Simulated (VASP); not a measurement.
A run of VASP 6.6.1 is set up as follows.

INCAR

```
SYSTEM = Au
PREC = Accurate
ENCUT = 520
EDIFF = 1E-6
ISMEAR = -1
SIGMA = 0.05
LREAL = .FALSE.
LASPH = .TRUE.
NELM = 100
ALGO = Normal
ISIF = 2
LWAVE = .FALSE.
LCHARG = .FALSE.
GGA = PS
NBANDS = 18
```

The input KPOINTS:

```
Automatic mesh
0
G
  11 11 6
  0 0 0
```

Contents of POSCAR:

```
Au
1.0
    1.3794533549     -2.3891945145      0.0000000000
    1.3794533549      2.3891945145      0.0000000000
    0.0000000000      0.0000000000      4.5704278804
Au
2
Direct
    0.3333565571      0.6666434429      0.2500000000
    0.6666434429      0.3333565571      0.7500000000
```

Potentials or basis: VASP PAW PBE potentials, release 64 (Au).

Run with:

```console
$ cat potpaw_PBE.64/Au/POTCAR > POTCAR
$ mpirun -np 1 vasp_std > vasp.out
```

Question: What does it give for the pressure?

Answer: 29.6 GPa.

Question: Predict the band gap on the k mesh.

Answer: Zero (band 11 reaches 15.55 eV, above the bottom of band 12 at 8.59 eV).

Caveat: the PAW data sets were made with another functional, which shifts forces and pressure a little; spin-orbit coupling is left out, which moves the levels of the heavy elements.
